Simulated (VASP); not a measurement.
# NiO (Fm-3m) in VASP: settings compared, part 2 of 2

VASP 6.6.1. The steps go on from the part before.

## 3. Single point, BLYP+D3(BJ), collinear spin, ferromagnetic start

This run uses another cell than the first one, of 8.53 Å³/atom.

Contents of INCAR:

```
PREC = Accurate
ENCUT = 520
EDIFF = 1E-6
ISMEAR = -1
SIGMA = 0.05
LREAL = F
LASPH = T
NELM = 150
ALGO = Normal
ISIF = 2
LWAVE = F
LCHARG = T
ISPIN = 2
MAGMOM = 1 0
LORBIT = 11
LMAXMIX = 4
GGA = B5
ALDAX = 1.0
AGGAX = 1.0
AGGAC = 1.0
ALDAC = 0.0
IVDW = 12
VDW_S6 = 1.0
VDW_S8 = 2.6996
VDW_A1 = 0.4298
VDW_A2 = 4.2359
LELF = T
LVHAR = T
NBANDS = 19
```

Contents of KPOINTS:

```
Automatic mesh
0
Gamma
  11 11 11
```

Contents of POSCAR:

```
NiO
1.0
    0.0000000000      2.0433202721      2.0433202721
    2.0433202721      0.0000000000      2.0433202721
    2.0433202721      2.0433202721      0.0000000000
Ni O
1 1
Direct
    0.0000000000      0.0000000000      0.0000000000
    0.5000000000      0.5000000000      0.5000000000
```

Potentials or basis: VASP PAW PBE potentials, release 64 (Ni, O).

Started as:

```bash
cat potpaw_PBE.64/Ni/POTCAR potpaw_PBE.64/O/POTCAR > POTCAR
mpirun -np 1 vasp_std > vasp.out
```

OUTCAR:

```text
PREC = Accurate
   ENCUT = 520
   EDIFF = 1E-6
   ISMEAR = -1
   LREAL = F
   LASPH = T
   NELM = 150
   ISIF = 2
   ISPIN = 2
   LORBIT = 11
   GGA = B5
   IVDW = 12
 IVDW          = 12

 ion  position               nearest neighbor table
   1  0.000  0.000  0.000-   2 2.04   2 2.04   2 2.04   2 2.04   2 2.04   2 2.04
   2  0.500  0.500  0.500-   1 2.04   1 2.04   1 2.04   1 2.04   1 2.04   1 2.04

  LATTYP: Found a face centered cubic cell.
 ALAT       =     4.0866405442

  Lattice vectors:

 A1 = (   0.0000000000,   2.0433202721,   2.0433202721)
 A2 = (   2.0433202721,   0.0000000000,   2.0433202721)
 A3 = (   2.0433202721,   2.0433202721,   0.0000000000)

Analysis of symmetry for initial positions (statically):
=====================================================================
 Subroutine PRICEL returns:
 Original cell was already a primitive cell.

 Routine SETGRP: Setting up the symmetry group for a
 face centered cubic supercell.

 Subroutine GETGRP returns: Found 48 space group operations
 (whereof 48 operations were pure point group operations)
 out of a pool of 48 trial point group operations.

The static configuration has the point symmetry O_h .

Analysis of symmetry for dynamics (positions and initial velocities):
=====================================================================
 Subroutine PRICEL returns:
 Original cell was already a primitive cell.

 Routine SETGRP: Setting up the symmetry group for a
 face centered cubic supercell.

 Subroutine GETGRP returns: Found 48 space group operations
 (whereof 48 operations were pure point group operations)
 out of a pool of 48 trial point group operations.

The dynamic configuration has the point symmetry O_h .

Analysis of structural, dynamic, and magnetic symmetry:
=====================================================================
[... 151 lines left out ...]
  ---------------------------------------------------
  ext. energy  EPLUGINS =         0.00000000
  ---------------------------------------------------
  free energy    TOTEN  =       -10.43940520 eV

  energy without entropy =      -10.42699101  energy(sigma->0) =      -10.43319810

 E-fermi :   9.3698     XC(G=0): -12.4694

 val. band max:        9.3634043006   @ k =   0.3636   0.0909   0.0000
 cond. band min:       9.3728554034   @ k =   0.3636   0.1818   0.0909
 fundamental gap:      0.0094511028
 Fermi energy:         9.3697874270

 spin component 1

 k-point     1 :       0.0000    0.0000    0.0000
  band No.  band energies     occupation
      1     -11.6836      1.00000
      2       5.9114      1.00000
      3       5.9114      1.00000
      4       5.9114      1.00000
      5       6.3990      1.00000
      6       6.3991      1.00000
[... 517 lines left out ...]
     18      41.5270      0.00000
     19      42.7441      0.00000

 [... further k-points ...]

 spin component 2

 k-point     1 :       0.0000    0.0000    0.0000
  band No.  band energies     occupation
      1     -11.3630      1.00000
      2       6.2880      1.00000
      3       6.2880      1.00000
      4       6.2880      1.00000
      5       7.2120      1.00000
      6       7.2121      1.00000
[... 517 lines left out ...]
     18      41.8410      0.00000
     19      42.8797      0.00000

 [... further k-points ...]

------------------------ aborting loop because EDIFF is reached ----------------------------------------

 Edisp (eV)   -1.18232

 E8    (eV) :    -0.8125

  FORCE on cell =-STRESS in cart. coord.  units (eV):
  Direction    XX          YY          ZZ          XY          YZ          ZX
  --------------------------------------------------------------------------------------
  -------------------------------------------------------------------------------------
  Total       2.27765     2.27765     2.27765    -0.00000    -0.00000     0.00000
  in kB     213.87435   213.87435   213.87435    -0.00000    -0.00000     0.00000
  external pressure =      213.87 kB  Pullay stress =        0.00 kB

 VOLUME and BASIS-vectors are now :
 -----------------------------------------------------------------------------
  energy-cutoff  :      520.00
  volume of cell :       17.06
      direct lattice vectors                 reciprocal lattice vectors
     0.000000000  2.043320272  2.043320272    -0.244699770  0.244699770  0.244699770
     2.043320272  0.000000000  2.043320272     0.244699770 -0.244699770  0.244699770
     2.043320272  2.043320272  0.000000000     0.244699770  0.244699770 -0.244699770

 POSITION                                       TOTAL-FORCE (eV/Angst)
 -----------------------------------------------------------------------------------
      0.00000      0.00000      0.00000         0.000000      0.000000      0.000000
      2.04332      2.04332      2.04332        -0.000000      0.000000     -0.000000
 -----------------------------------------------------------------------------------
    total drift:                                0.000000     -0.000000     -0.000000

  FREE ENERGIE OF THE ION-ELECTRON SYSTEM (eV)
  ---------------------------------------------------
  free  energy   TOTEN  =       -11.6217236890 eV

  energy  without entropy=      -11.6093094908  energy(sigma->0) =      -11.61551659

 total charge

# of ion       s       p       d       tot
------------------------------------------
    1        0.350   0.448   8.354   9.151
    2        1.555   3.466   0.000   5.021
--------------------------------------------------
tot          1.905   3.914   8.354  14.172

 magnetization (x)

# of ion       s       p       d       tot
------------------------------------------
    1        0.010   0.014   1.124   1.148
    2        0.026   0.170   0.000   0.197
--------------------------------------------------
tot          0.037   0.184   1.124   1.345
```

OSZICAR:

```text
N       E                     dE             d eps       ncg     rms          rms(c)
DAV:   1     0.855589664101E+02    0.85559E+02   -0.68453E+03  4571   0.105E+03
DAV:   2    -0.765332771460E+01   -0.93212E+02   -0.81836E+02  4435   0.239E+02
DAV:   3    -0.127488453179E+02   -0.50955E+01   -0.48232E+01  4945   0.564E+01
DAV:   4    -0.127947171570E+02   -0.45872E-01   -0.45803E-01  4765   0.513E+00
DAV:   5    -0.127954334246E+02   -0.71627E-03   -0.71621E-03  4978   0.633E-01    0.151E+01
DAV:   6    -0.114964610048E+02    0.12990E+01   -0.90945E+00  5645   0.555E+01    0.151E+01
DAV:   7    -0.104740698376E+02    0.10224E+01   -0.36699E+00  5421   0.443E+01    0.612E+00
DAV:   8    -0.104278643381E+02    0.46205E-01   -0.19761E-01  5701   0.761E+00    0.316E+00
DAV:   9    -0.104351042096E+02   -0.72399E-02   -0.23116E-02  5684   0.183E+00    0.104E+00
DAV:  10    -0.104383330309E+02   -0.32288E-02   -0.40396E-03  5047   0.804E-01    0.446E-01
DAV:  11    -0.104394486148E+02   -0.11156E-02   -0.18473E-03  5602   0.987E-01    0.176E-01
DAV:  12    -0.104395262498E+02   -0.77635E-04   -0.14144E-03  5942   0.751E-01    0.189E-01
DAV:  13    -0.104394021305E+02    0.12412E-03   -0.45829E-04  5649   0.510E-01    0.482E-02
DAV:  14    -0.104394043315E+02   -0.22011E-05   -0.50689E-05  5190   0.792E-02    0.164E-02
DAV:  15    -0.104394052036E+02   -0.87205E-06   -0.32375E-06  4682   0.215E-02
   1 F= -.11621724E+02 E0= -.11615517E+02  d E =-.124142E-01  mag=     1.3787
```

Wall time 84 s (1 thread of Intel Xeon 8259CL, shared host); peak memory 0.18 GiB.

What came out:

| Item | Value |
| --- | --- |
| Free energy | -11.6217 eV |
| Pressure | 21.4 GPa |
| Net moment | 1.38 μB per cell |
| Site moments | Ni +1.15; O +0.20 μB |
| Valence electrons inside the program's atomic spheres | Ni 9.15; O 5.02 |
| Dispersion energy per atom | -0.591 eV |

Levels at points of the mesh, in eV from the Fermi level:
Spin up:
```tsv
k point	band 5	band 6	band 7	band 8	band 9	band 10	band 11	band 12	band 13	band 14
(0.00, 0.00, 0.00)	-2.97	-2.97	-2.78	-2.78	-2.78	2.08	18.64	19.65	19.65	19.65
```
Spin down:
| k point | band 3 | band 4 | band 5 | band 6 | band 7 | band 8 | band 9 | band 10 | band 11 | band 12 |
| --- | --- | --- | --- | --- | --- | --- | --- | --- | --- | --- |
| (0.00, 0.00, 0.00) | -3.08 | -3.08 | -2.16 | -2.16 | -2.16 | -1.01 | -1.01 | 2.35 | 18.61 | 19.83 |

Caveat: the cell stands under pressure; the PAW data sets were made with another functional, which shifts forces and pressure a little; a cell with one magnetic atom can't hold antiferromagnetic order, which such compounds often take; semilocal functionals often make such compounds metallic where correlation or magnetic order opens a gap, which also shifts bond lengths. With open d or f shells a metallic result of BLYP can be an artefact of self-interaction; +U or a hybrid may open a gap.

## 4. Single point, BLYP+D3(BJ), collinear spin, ferromagnetic start

This run uses another cell than the first one, of 8.71 Å³/atom.

Contents of INCAR:

```
  PREC = Accurate
  ENCUT = 520
  EDIFF = 1E-6
  ISMEAR = -1
  SIGMA = 0.05
  LREAL = False
  LASPH = True
  NELM = 150
  ALGO = Normal
  ISIF = 2
  LWAVE = False
  LCHARG = True
  ISPIN = 2
  MAGMOM = 1 0
  LORBIT = 11
  LMAXMIX = 4
  GGA = B5
  ALDAX = 1.0
  AGGAX = 1.0
  AGGAC = 1.0
  ALDAC = 0.0
  IVDW = 12
  VDW_S6 = 1.0
  VDW_S8 = 2.6996
  VDW_A1 = 0.4298
  VDW_A2 = 4.2359
  LELF = True
  LVHAR = True
  NBANDS = 19
```

KPOINTS is that of step 3.

Contents of POSCAR:

```
NiO
1.0
    0.0000000000      2.0577103256      2.0577103256
    2.0577103256      0.0000000000      2.0577103256
    2.0577103256      2.0577103256      0.0000000000
Ni O
1 1
Direct
    0.0000000000      0.0000000000      0.0000000000
    0.5000000000      0.5000000000      0.5000000000
```

Started as:

```bash
cat potpaw_PBE.64/Ni/POTCAR potpaw_PBE.64/O/POTCAR > POTCAR
mpirun -np 1 vasp_std > vasp.out
```

It took 91 s on 1 thread of Intel Xeon 8259CL, shared host; peak memory 0.18 GiB.

The run converged. Its results:

* Free energy: -11.6657 eV
* Pressure: 16.9 GPa
* Net moment: 1.48 μB per cell
* Site moments: Ni +1.22; O +0.22 μB
* Valence electrons inside the program's atomic spheres: Ni 9.10; O 5.01
* Dispersion energy per atom: -0.585 eV

Levels at points of the mesh, in eV from the Fermi level:
Spin up:
| k point | band 7 | band 8 | band 9 | band 10 | band 11 | band 12 |
| --- | --- | --- | --- | --- | --- | --- |
| (0.00, 0.00, 0.00) | -2.75 | -2.75 | -2.75 | 1.97 | 18.60 | 19.50 |
Spin down:
```
           k point  band 5  band 6  band 7  band 8  band 9  band 10
(0.00, 0.00, 0.00)   -2.08   -2.08   -2.08   -0.90   -0.90     2.25
```

Caveat: the cell stands under pressure; the PAW data sets were made with another functional, which shifts forces and pressure a little; a cell with one magnetic atom can't hold antiferromagnetic order, which such compounds often take; semilocal functionals often make such compounds metallic where correlation or magnetic order opens a gap, which also shifts bond lengths.

## 5. Single point, BLYP+D3(BJ), collinear spin, ferromagnetic start

This run uses another cell than the first one, of 8.89 Å³/atom.

Contents of INCAR:

```
PREC = Accurate
ENCUT = 520
EDIFF = 1E-6
ISMEAR = -1
SIGMA = 0.05
LREAL = False
LASPH = True
NELM = 150
ALGO = Normal
ISIF = 2
LWAVE = False
LCHARG = False
ISPIN = 2
MAGMOM = 1 0
LORBIT = 11
LMAXMIX = 4
GGA = B5
ALDAX = 1.0
AGGAX = 1.0
AGGAC = 1.0
ALDAC = 0.0
IVDW = 12
NBANDS = 19
VDW_S6 = 1.0
VDW_S8 = 2.6996
VDW_A1 = 0.4298
VDW_A2 = 4.2359
```

Contents of KPOINTS:

```
regular mesh
0
Gamma
  11 11 11
```

Contents of POSCAR:

```
NiO
1.0
    0.0000000000      2.0719018797      2.0719018797
    2.0719018797      0.0000000000      2.0719018797
    2.0719018797      2.0719018797      0.0000000000
Ni O
1 1
Direct
    0.0000000000      0.0000000000      0.0000000000
    0.5000000000      0.5000000000      0.5000000000
```

Potentials or basis: VASP PAW PBE potentials, release 64 (Ni, O).

Started as:

```bash
cat potpaw_PBE.64/Ni/POTCAR potpaw_PBE.64/O/POTCAR > POTCAR
mpirun -np 1 vasp_std > vasp.out
```

OUTCAR:

```text
PREC = Accurate
   ENCUT = 520
   EDIFF = 1E-6
   ISMEAR = -1
   LREAL = False
   LASPH = True
   NELM = 150
   ISIF = 2
   ISPIN = 2
   LORBIT = 11
   GGA = B5
   IVDW = 12
 IVDW          = 12

 ion  position               nearest neighbor table
   1  0.000  0.000  0.000-   2 2.07   2 2.07   2 2.07   2 2.07   2 2.07   2 2.07
   2  0.500  0.500  0.500-   1 2.07   1 2.07   1 2.07   1 2.07   1 2.07   1 2.07

  LATTYP: Found a face centered cubic cell.
 ALAT       =     4.1438037594

  Lattice vectors:

 A1 = (   0.0000000000,   2.0719018797,   2.0719018797)
 A2 = (   2.0719018797,   0.0000000000,   2.0719018797)
 A3 = (   2.0719018797,   2.0719018797,   0.0000000000)

Analysis of symmetry for initial positions (statically):
=====================================================================
 Subroutine PRICEL returns:
 Original cell was already a primitive cell.

 Routine SETGRP: Setting up the symmetry group for a
[... 727 lines left out ...]
      3       5.9057      1.00000
      4       5.9057      1.00000
      5       6.6664      1.00000
      6       6.6665      1.00000
[... 517 lines left out ...]
     18      40.5175      0.00000
     19      41.4922      0.00000

 [... further k-points ...]

------------------------ aborting loop because EDIFF is reached ----------------------------------------

 Edisp (eV)   -1.15733

 E8    (eV) :    -0.7960

  FORCE on cell =-STRESS in cart. coord.  units (eV):
  Direction    XX          YY          ZZ          XY          YZ          ZX
  --------------------------------------------------------------------------------------
  -------------------------------------------------------------------------------------
  Total       1.27936     1.27936     1.27936     0.00000    -0.00000     0.00000
  in kB     115.22975   115.22975   115.22975     0.00000    -0.00000     0.00000
  external pressure =      115.23 kB  Pullay stress =        0.00 kB

 VOLUME and BASIS-vectors are now :
 -----------------------------------------------------------------------------
  energy-cutoff  :      520.00
  volume of cell :       17.79
      direct lattice vectors                 reciprocal lattice vectors
     0.000000000  2.071901880  2.071901880    -0.241324169  0.241324169  0.241324169
     2.071901880  0.000000000  2.071901880     0.241324169 -0.241324169  0.241324169
     2.071901880  2.071901880  0.000000000     0.241324169  0.241324169 -0.241324169

 POSITION                                       TOTAL-FORCE (eV/Angst)
 -----------------------------------------------------------------------------------
      0.00000      0.00000      0.00000         0.000000      0.000000      0.000000
      2.07190      2.07190      2.07190        -0.000000     -0.000000     -0.000000
 -----------------------------------------------------------------------------------
    total drift:                                0.000000     -0.000000     -0.000000

  FREE ENERGIE OF THE ION-ELECTRON SYSTEM (eV)
  ---------------------------------------------------
  free  energy   TOTEN  =       -11.6984406390 eV

  energy  without entropy=      -11.6865070960  energy(sigma->0) =      -11.69247387

 total charge

# of ion       s       p       d       tot
------------------------------------------
    1        0.336   0.415   8.309   9.061
    2        1.552   3.450   0.000   5.002
--------------------------------------------------
tot          1.888   3.865   8.309  14.063

 magnetization (x)

# of ion       s       p       d       tot
------------------------------------------
    1        0.010   0.013   1.253   1.277
    2        0.027   0.202   0.000   0.229
--------------------------------------------------
tot          0.038   0.215   1.253   1.506
```

stdout:

```text
POSCAR found type information on POSCAR NiO
 POSCAR found :  2 types and       2 ions
 scaLAPACK will be used
 -----------------------------------------------------------------------------
|                                                                             |
|                                                                             |
|     You enforced a specific xc type in the INCAR file but a different       |
|     I HOPE YOU KNOW WHAT YOU ARE DOING!                                     |
|                                                                             |
 -----------------------------------------------------------------------------

 LDA part: xc-table for (Slater(with rela. corr.)+VWN5), standard interpolation
 POSCAR, INCAR and KPOINTS ok, starting setup
 FFT: planning ... GRIDC
 FFT: planning ... GRID_SOFT
 FFT: planning ... GRID
 WAVECAR not read
 entering main loop
```

It took 1.9 min on 1 thread of Intel Xeon 8259CL, shared host; peak memory 0.18 GiB.

What came out:

* Free energy: -11.6984 eV
* Pressure: 11.5 GPa
* Net moment: 1.54 μB per cell
* Site moments: Ni +1.28; O +0.23 μB
* Valence electrons inside the program's atomic spheres: Ni 9.06; O 5.00
* Dispersion energy per atom: -0.579 eV

Caveat: the cell stands under pressure; the PAW data sets were made with another functional, which shifts forces and pressure a little; a cell with one magnetic atom can't hold antiferromagnetic order, which such compounds often take; semilocal functionals often make such compounds metallic where correlation or magnetic order opens a gap, which also shifts bond lengths. With open d or f shells a metallic result of BLYP can be an artefact of self-interaction; +U or a hybrid may open a gap.

## 6. Single point, BLYP+D3(BJ), collinear spin, ferromagnetic start

Contents of INCAR:

```
SYSTEM = NiO
PREC = Accurate
ENCUT = 520
EDIFF = 1E-6
ISMEAR = -1
SIGMA = 0.05
LREAL = .FALSE.
LASPH = .TRUE.
NELM = 150
ALGO = Normal
ISIF = 2
LWAVE = .FALSE.
LCHARG = .FALSE.
ISPIN = 2
MAGMOM = 1 0
LORBIT = 11
LMAXMIX = 4
GGA = B5
ALDAX = 1.0
AGGAX = 1.0
AGGAC = 1.0
ALDAC = 0.0
IVDW = 12
VDW_S6 = 1.0
VDW_S8 = 2.6996
VDW_A1 = 0.4298
VDW_A2 = 4.2359
NBANDS = 19
```

Contents of KPOINTS:

```
regular mesh
0
G
  11 11 11
  0 0 0
```

Contents of POSCAR:

```
NiO
1.0
    0.0000000000      2.0859016414      2.0859016414
    2.0859016414      0.0000000000      2.0859016414
    2.0859016414      2.0859016414      0.0000000000
Ni O
1 1
Direct
    0.0000000000      0.0000000000      0.0000000000
    0.5000000000      0.5000000000      0.5000000000
```

Potentials or basis: VASP PAW PBE potentials, release 64 (Ni, O).

Started as:

```bash
cat potpaw_PBE.64/Ni/POTCAR potpaw_PBE.64/O/POTCAR > POTCAR
mpirun -np 1 vasp_std > vasp.out
```

It took 79 s on 1 thread of Intel Xeon 8259CL, shared host; peak memory 0.18 GiB.

It converged, with:

```yaml
Free_energy: -11.7189 eV
Pressure: 6.1 GPa
Net_moment: 1.60 μB per cell
Site_moments: Ni +1.32; O +0.24 μB
Valence_electrons_inside_the_program's_atomic_spheres: Ni 9.02; O 4.99
Dispersion_energy_per_atom: -0.572 eV
```

Levels at points of the mesh, in eV from the Fermi level:
Spin up:
```
           k point  band 7  band 8  band 9  band 10  band 11  band 12
(0.00, 0.00, 0.00)   -2.64   -2.64   -2.64     1.79    18.54    19.24
```
Spin down:
| k point | band 3 | band 4 | band 5 | band 6 | band 7 | band 8 | band 9 | band 10 | band 11 | band 12 |
| --- | --- | --- | --- | --- | --- | --- | --- | --- | --- | --- |
| (0.00, 0.00, 0.00) | -2.62 | -2.62 | -1.92 | -1.92 | -1.92 | -0.71 | -0.71 | 2.10 | 18.51 | 19.43 |

Caveat: the cell stands under pressure; the PAW data sets were made with another functional, which shifts forces and pressure a little; a cell with one magnetic atom can't hold antiferromagnetic order, which such compounds often take; semilocal functionals often make such compounds metallic where correlation or magnetic order opens a gap, which also shifts bond lengths. With open d or f shells a metallic result of BLYP can be an artefact of self-interaction; +U or a hybrid may open a gap.

## 7. The runs side by side

```csv
level,cell,k mesh,gap on the mesh (eV),pressure (GPa),moment (μB)
PBE,"a = 2.950 Å, angles 60.0°, 2 atoms",4 × 4 × 4,none,2.0,1.38
BLYP+D3(BJ),"a = 2.890 Å, angles 60.0°, 2 atoms",11 × 11 × 11,none,21.4,1.38
BLYP+D3(BJ),"a = 2.910 Å, angles 60.0°, 2 atoms",11 × 11 × 11,none,16.9,1.48
BLYP+D3(BJ),"a = 2.930 Å, angles 60.0°, 2 atoms",11 × 11 × 11,none,11.5,1.54
BLYP+D3(BJ),"a = 2.950 Å, angles 60.0°, 2 atoms",11 × 11 × 11,none,6.1,1.60
```

Alike in all rows: task single point; potentials or basis VASP PAW PBE potentials, release 64 (Ni, O); spin collinear, ferromagnetic start; cutoff (eV) 520; smearing fermi-dirac 0.05 eV.

Caveats: some runs use coarse meshes; a cell with one magnetic atom can't hold antiferromagnetic order, which such compounds often take; semilocal functionals often make such compounds metallic where correlation or magnetic order opens a gap, which also shifts bond lengths; the cell stands under pressure (at least some runs); the PAW data sets were made with another functional, which shifts forces and pressure a little (at least some runs).

Total energies depend on the potentials used, so only differences within one code and one set of settings carry meaning.
